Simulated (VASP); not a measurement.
RhN:

```xyz
2
Lattice="2.9628 0.0000 0.0000 -1.4814 2.5659 0.0000 0.0000 0.0000 2.8916" Properties=species:S:1:pos:R:3 pbc="T T T"
Rh    0.0000    0.0000    0.0000
N     1.4814    0.8553    1.4458
```

Program: VASP 6.6.1. Alike in all runs: task single point; potentials or basis VASP PAW PBE potentials, release 64 (Rh_pv, N); spin collinear, ferromagnetic start; cell as given; k mesh 7 × 7 × 7; cutoff (eV) 520; smearing gaussian 0.05 eV.

Order these runs on this cell by their pressure, lowest first.
A. level PBE+U; U Rh d U = 7.0 eV
B. level PBE+U; U Rh d U = 2.0 eV
C. level PBEsol+U; U Rh d U = 5.0 eV

C (-26.3 GPa), B (-13.5 GPa), A (-0.3 GPa).

Caveats: the PAW data sets were made with another functional, which shifts forces and pressure a little (some runs).
